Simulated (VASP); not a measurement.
# CoBr (P6/mmm) in VASP: a series of runs

The runs below take CoBr through single point, with PBE+D3(BJ)+U.

All numbers are computed with VASP 6.6.1; they aren't measurements. Logs are shortened: lines on timing, memory, paths and dates and some standing lists are left out, and cuts for length are marked.

## (1) The cell of the first run

It takes space group P6/mmm (No. 191, hexagonal). Conventional cell: a = 3.498 Å, b = 3.498 Å, c = 4.502 Å, α = 90.00°, β = 90.00°, γ = 120.00°. Within 3.0 Å of Co (site symmetry 6/mmm) lie 2 Br at 2.25 Å. Br (site symmetry 6/mmm) has 2 Co at 2.25 Å within 3.0 Å.

## (2) Single point, PBE+D3(BJ)+U, collinear spin, ferromagnetic start

The input, INCAR:

```
SYSTEM = CoBr
PREC = Accurate
ENCUT = 520
EDIFF = 1E-7
ISMEAR = -1
SIGMA = 0.1
LREAL = .FALSE.
LASPH = .TRUE.
NELM = 150
ALGO = Normal
ISIF = 2
LWAVE = .FALSE.
LCHARG = .FALSE.
ISPIN = 2
MAGMOM = 2.5 0
LORBIT = 11
LMAXMIX = 4
LDAU = .TRUE.
LDAUTYPE = 2
LDAUL = 2 -1
LDAUU = 3 0
LDAUJ = 0 0
LDAUPRINT = 1
GGA = PE
IVDW = 12
NBANDS = 19
```

The input, KPOINTS:

```
regular mesh
0
G
  11 11 7
  0 0 0
```

The input, POSCAR:

```
CoBr
1.0
    3.4979560000      0.0000000000      0.0000000000
   -1.7489780000      3.0293190000      0.0000000000
    0.0000000000      0.0000000000      4.5020260000
Co Br
1 1
Direct
    0.0000000000      0.0000000000      0.0000000000
    0.0000000000      0.0000000000      0.5000000000
```

Potentials or basis: VASP PAW PBE potentials, release 64 (Co, Br).

Command:

```console
$ cat potpaw_PBE.64/Co/POTCAR potpaw_PBE.64/Br/POTCAR > POTCAR
$ mpirun -np 1 vasp_std > vasp.out
```

OUTCAR:

```text
SYSTEM = CoBr
   PREC = Accurate
   ENCUT = 520
   EDIFF = 1E-7
   ISMEAR = -1
   LREAL = .FALSE.
   LASPH = .TRUE.
   NELM = 150
   ISIF = 2
   ISPIN = 2
   LORBIT = 11
   GGA = PE
   IVDW = 12
 IVDW          = 12

 ion  position               nearest neighbor table
   1  0.000  0.000  0.000-   2 2.25   2 2.25
   2  0.000  0.000  0.500-   1 2.25   1 2.25

  LATTYP: Found a hexagonal cell.
 ALAT       =     3.4979560000
 C/A-ratio  =     1.2870447770

  Lattice vectors:

 A1 = (   3.4979560000,   0.0000000000,   0.0000000000)
 A2 = (  -1.7489780000,   3.0293190000,   0.0000000000)
 A3 = (   0.0000000000,   0.0000000000,   4.5020260000)

Analysis of symmetry for initial positions (statically):
=====================================================================
 Subroutine PRICEL returns:
 Original cell was already a primitive cell.

 Routine SETGRP: Setting up the symmetry group for a
 hexagonal supercell.

 Subroutine GETGRP returns: Found 24 space group operations
 (whereof 24 operations were pure point group operations)
 out of a pool of 24 trial point group operations.

The static configuration has the point symmetry D_6h.

Analysis of symmetry for dynamics (positions and initial velocities):
=====================================================================
 Subroutine PRICEL returns:
 Original cell was already a primitive cell.

 Routine SETGRP: Setting up the symmetry group for a
 hexagonal supercell.

 Subroutine GETGRP returns: Found 24 space group operations
 (whereof 24 operations were pure point group operations)
 out of a pool of 24 trial point group operations.

The dynamic configuration has the point symmetry D_6h.

Analysis of structural, dynamic, and magnetic symmetry:
=====================================================================
 Subroutine PRICEL returns:
 Original cell was already a primitive cell.

 Routine SETGRP: Setting up the symmetry group for a
 hexagonal supercell.

 Subroutine GETGRP returns: Found 24 space group operations
 (whereof 24 operations were pure point group operations)
 out of a pool of 24 trial point group operations.

The overall configuration has the point symmetry D_6h.

 Subroutine INISYM returns: Found 24 space group operations
 (whereof 24 operations are pure point group operations),
 and found     1 'primitive' translations

----------------------------------------------------------------------------------------

                                     Primitive cell

  volume of cell :      47.7054

  direct lattice vectors                    reciprocal lattice vectors
     3.497956000  0.000000000  0.000000000     0.285881240  0.165053598  0.000000000
    -1.748978000  3.029319000  0.000000000     0.000000000  0.330107196  0.000000000
     0.000000000  0.000000000  4.502026000     0.000000000  0.000000000  0.222122218

  length of vectors
     3.497956000  3.497956210  4.502026000     0.330107216  0.330107196  0.222122218

  position of ions in fractional coordinates (direct lattice)
     0.000000000  0.000000000  0.000000000
     0.000000000  0.000000000  0.500000000

  ion indices of the primitive-cell ions
   primitive index   ion index
                 1           1
                 2           2

----------------------------------------------------------------------------------------

 KPOINTS: regular mesh

Automatic generation of k-mesh.
 Grid dimensions read from file:
 generate k-points for:   11   11    7

 Generating k-lattice:

  Cartesian coordinates                     Fractional coordinates (reciprocal lattice)
[... 62 lines left out ...]
   EDIFFG = 0.1E-05   stopping-criterion for IOM
   NSW    =      0    number of steps for IOM
   IBRION =     -1    ionic relax: 0-MD 1-quasi-New 2-CG
   NFREE  =      0    steps in history (QN), initial steepest desc. (CG)
   ISIF   =      2    stress and relaxation
   ISYM   =      2    0-nonsym 1-usesym 2-fastsym
   POTIM  = 0.5000    time-step for ionic-motion
   TEBEG  =    0.0;   TEEND  =   0.0 temperature during run
   PSTRESS=    0.0 pullay stress
   NELECT =      16.0000    total number of electrons
   NUPDOWN=      -1.0000    fix difference up-down
   EMIN   =  10.00;   EMAX   =-10.00  energy-range for DOS
   EFERMI =   0.00;   METHOD = LEGACY
   ISMEAR =    -1;   SIGMA  =   0.10  broadening in eV -4-tet -1-fermi 0-gaus
   EFERMI_NEDOS =   21; number of points for ismear=-14 and -15
   IALGO  =     38    algorithm
   IMIX   =      4    mixing-type and parameters
     AMIX     =   0.40;   BMIX     =  1.00
     AMIX_MAG =   1.60;   BMIX_MAG =  1.00
  volume/ion in A,a.u.               =      23.85       160.97
  Fermi-wavevector in a.u.,A,eV,Ry     =   1.137433  2.149436 17.602580  1.293753
  Thomas-Fermi vector in A             =   2.274138
   LORBIT       =     11    0 simple, 1 ext, 2 COOP (PROOUT), +10 PAW based schemes
 LDA+U is selected, type is set to LDAUTYPE =  2
   angular momentum for each species LDAUL =     2   -1
   U (eV)           for each species LDAUU =   3.0  0.0
   J (eV)           for each species LDAUJ =   0.0  0.0
   GGA     = PE    functional components
   LHFCALC =     F    Hartree Fock is set to
   AEXX    =    0.0000 exact exchange contribution
   IVDW    =    12    specifies the selected vdW correction
   LEPSILON=     F    determine dielectric tensor
   LRPA    =     F    only Hartree local field effects (RPA)
 spin polarized calculation
  energy-cutoff  :      520.00
  volume of cell :       47.71
 maximum number of plane-waves:      1319
 NGX is ok and might be reduce to    28
   NGX = 13   NGY = 13   NGZ = 17

atom =   1  type =  1  l = 2

 onsite density matrix

spin component  1

  0.9446  0.0000 -0.0000 -0.0000  0.0000
  0.0000  0.9546  0.0000  0.0000 -0.0000
 -0.0000  0.0000  0.9346  0.0000  0.0000
 -0.0000  0.0000  0.0000  0.9546  0.0000
  0.0000 -0.0000  0.0000  0.0000  0.9446

spin component  2

  0.6544  0.0000 -0.0000  0.0000 -0.0000
  0.0000  0.5250 -0.0000  0.0000  0.0000
 -0.0000 -0.0000  0.3089 -0.0000  0.0000
  0.0000  0.0000 -0.0000  0.5250 -0.0000
 -0.0000  0.0000  0.0000 -0.0000  0.6544

 occupancies and eigenvectors

  o =  0.3089  v =  0.0000  0.0000  0.0000  0.0000  0.0000  0.0000  0.0000  1.0000 -0.0000 -0.0000      0.0000  0.0000  0.0000  0.0000  0.0000  0.0000  0.0000  0.0000  0.0000  0.0000
  o =  0.5250  v =  0.0000  0.0000  0.0000  0.0000  0.0000  0.0000 -0.0000 -0.0000 -1.0000  0.0000      0.0000  0.0000  0.0000  0.0000  0.0000  0.0000  0.0000  0.0000  0.0000  0.0000
  o =  0.5250  v =  0.0000  0.0000  0.0000  0.0000  0.0000  0.0000  1.0000 -0.0000 -0.0000 -0.0000      0.0000  0.0000  0.0000  0.0000  0.0000  0.0000  0.0000  0.0000  0.0000  0.0000
  o =  0.6544  v =  0.0000  0.0000  0.0000  0.0000  0.0000  1.0000  0.0000  0.0000  0.0000  0.0000      0.0000  0.0000  0.0000  0.0000  0.0000  0.0000  0.0000  0.0000  0.0000  0.0000
  o =  0.6544  v =  0.0000  0.0000  0.0000  0.0000  0.0000  0.0000 -0.0000 -0.0000 -0.0000 -1.0000      0.0000  0.0000  0.0000  0.0000  0.0000  0.0000  0.0000  0.0000  0.0000  0.0000
  o =  0.9346  v =  0.0000  0.0000 -1.0000 -0.0000  0.0000  0.0000  0.0000  0.0000  0.0000  0.0000      0.0000  0.0000  0.0000  0.0000  0.0000  0.0000  0.0000  0.0000  0.0000  0.0000
  o =  0.9446  v =  1.0000  0.0000  0.0000  0.0000  0.0000  0.0000  0.0000  0.0000  0.0000  0.0000      0.0000  0.0000  0.0000  0.0000  0.0000  0.0000  0.0000  0.0000  0.0000  0.0000
  o =  0.9446  v =  0.0000  0.0000  0.0000 -0.0000  1.0000  0.0000  0.0000  0.0000  0.0000  0.0000      0.0000  0.0000  0.0000  0.0000  0.0000  0.0000  0.0000  0.0000  0.0000  0.0000
  o =  0.9546  v =  0.0000 -0.0000 -0.0000  1.0000  0.0000  0.0000  0.0000  0.0000  0.0000  0.0000      0.0000  0.0000  0.0000  0.0000  0.0000  0.0000  0.0000  0.0000  0.0000  0.0000
  o =  0.9546  v =  0.0000 -1.0000 -0.0000 -0.0000  0.0000  0.0000  0.0000  0.0000  0.0000  0.0000      0.0000  0.0000  0.0000  0.0000  0.0000  0.0000  0.0000  0.0000  0.0000  0.0000

 number of electron      16.0000003 magnetization       2.0542317

 Free energy of the ion-electron system (eV)
  ---------------------------------------------------
  ext. energy  EPLUGINS =         0.00000000
  ---------------------------------------------------
  free energy    TOTEN  =        -5.04742705 eV

  energy without entropy =       -4.95417804  energy(sigma->0) =       -5.00080255

 E-fermi :   3.3290     XC(G=0):  -9.2499

 val. band max:        3.3281888639   @ k =   0.2727   0.0909   0.2857
 cond. band min:       3.3312344649   @ k =   0.1818   0.0909   0.0000
 fundamental gap:      0.0030456010
 Fermi energy:         3.3290041144

 spin component 1

 k-point     1 :       0.0000    0.0000    0.0000
  band No.  band energies     occupation
      1     -13.1840      1.00000
      2      -1.8990      1.00000
      3      -0.8756      1.00000
      4      -0.1703      1.00000
      5      -0.1703      1.00000
      6       0.5071      1.00000
[... 1049 lines left out ...]
     18      17.6980      0.00000
     19      18.7700      0.00000

 [... further k-points ...]

------------------------ aborting loop because EDIFF is reached ----------------------------------------

 Edisp (eV)   -0.59053

 E8    (eV) :    -0.2489

  FORCE on cell =-STRESS in cart. coord.  units (eV):
  Direction    XX          YY          ZZ          XY          YZ          ZX
  --------------------------------------------------------------------------------------
  -------------------------------------------------------------------------------------
  Total      -0.34226    -0.34226     0.12530     0.00000    -0.00000     0.00000
  in kB     -11.49466   -11.49466     4.20821     0.00000    -0.00000     0.00000
  external pressure =       -6.26 kB  Pullay stress =        0.00 kB

 VOLUME and BASIS-vectors are now :
 -----------------------------------------------------------------------------
  energy-cutoff  :      520.00
  volume of cell :       47.71
      direct lattice vectors                 reciprocal lattice vectors
     3.497956000  0.000000000  0.000000000     0.285881240  0.165053598  0.000000000
    -1.748978000  3.029319000  0.000000000     0.000000000  0.330107196  0.000000000
     0.000000000  0.000000000  4.502026000     0.000000000  0.000000000  0.222122218

 POSITION                                       TOTAL-FORCE (eV/Angst)
 -----------------------------------------------------------------------------------
      0.00000      0.00000      0.00000        -0.000000      0.000000      0.000000
      0.00000      0.00000      2.25101         0.000000      0.000000      0.000000
 -----------------------------------------------------------------------------------
    total drift:                               -0.000000      0.000000     -0.000000

  FREE ENERGIE OF THE ION-ELECTRON SYSTEM (eV)
  ---------------------------------------------------
  free  energy   TOTEN  =        -5.6379575555 eV

  energy  without entropy=       -5.5447085450  energy(sigma->0) =       -5.59133305

 total charge

# of ion       s       p       d       tot
------------------------------------------
    1        0.319   0.248   7.376   7.943
    2        1.605   3.274   0.046   4.926
--------------------------------------------------
tot          1.924   3.522   7.423  12.869

 magnetization (x)

# of ion       s       p       d       tot
------------------------------------------
    1        0.008  -0.010   2.065   2.062
    2        0.007   0.117  -0.002   0.122
--------------------------------------------------
tot          0.014   0.106   2.063   2.184
```

Wall time 3.2 min (1 thread of Oxide Virtual Turin-like, shared host); peak memory 0.23 GiB.

What came out:

```
Free energy                                           : -5.6380 eV
Pressure                                              : -0.6 GPa
Net moment                                            : 2.05 μB per cell
Site moments                                          : Co +2.06; Br +0.12 μB
Valence electrons inside the program's atomic spheres : Co 7.94; Br 4.93
Dispersion energy per atom                            : -0.295 eV
```

Eigenvalues of the final occupation matrices:
```tsv
site	spin	trace	eigenvalues
site 1 d	1	4.73	0.93 0.94 0.94 0.95 0.95
site 1 d	2	2.67	0.31 0.53 0.53 0.65 0.65
```

Caveat: three body term missing. The state reached can hang on the start; a lower one may exist.

## (3) Single point, PBE+D3(BJ)+U, collinear spin, ferromagnetic start

The input, INCAR:

```
PREC = Accurate ; ENCUT = 520
EDIFF = 1E-6 ; ISMEAR = -1
SIGMA = 0.1 ; LREAL = F
LASPH = T ; NELM = 150
ALGO = Normal ; ISIF = 2
LWAVE = F ; LCHARG = F
ISPIN = 2 ; MAGMOM = 2.5 0
LORBIT = 11 ; LMAXMIX = 4
LDAU = T ; LDAUTYPE = 2
LDAUL = 2 -1 ; LDAUU = 3 0
LDAUJ = 0 0 ; LDAUPRINT = 1
GGA = PE ; IVDW = 12
NBANDS = 19
```

The input, KPOINTS:

```
regular mesh
0
Gamma
  11 11 7
```

POSCAR is that of step 2.

Potentials or basis: VASP PAW PBE potentials, release 64 (Co, Br).

Command:

```console
$ cat potpaw_PBE.64/Co/POTCAR potpaw_PBE.64/Br/POTCAR > POTCAR
$ mpirun -np 1 vasp_std > vasp.out
```

It took 3.3 min on 1 thread of Oxide Virtual Turin-like, shared host; peak memory 0.23 GiB.

It converged, with:

```
Free energy                                           : -5.6380 eV
Pressure                                              : -0.6 GPa
Net moment                                            : 2.05 μB per cell
Site moments                                          : Co +2.06; Br +0.12 μB
Valence electrons inside the program's atomic spheres : Co 7.94; Br 4.93
Dispersion energy per atom                            : -0.295 eV
```

Stress tensor (GPa, compression positive):
```
-1.15  0.00  0.00
 0.00 -1.15  0.00
 0.00  0.00  0.43
```

Levels at points of the mesh, in eV from the Fermi level:
Spin up:
```csv
k point,band 7,band 8,band 9,band 10,band 11,band 12
"(0.00, 0.00, 0.00)",-2.82,-1.69,-1.69,-0.82,6.89,10.38
```
Spin down:
```
           k point  band 5  band 6  band 7  band 8  band 9  band 10
(0.00, 0.00, 0.00)   -1.49   -0.35   -0.35   -0.32   -0.32     0.95
```

Eigenvalues of the final occupation matrices:
| site | spin | trace | eigenvalues |
| --- | --- | --- | --- |
| site 1 d | 1 | 4.73 | 0.93 0.94 0.94 0.95 0.95 |
| site 1 d | 2 | 2.67 | 0.31 0.53 0.53 0.65 0.65 |

Caveat: three body term missing. The state reached can hang on the start; a lower one may exist.
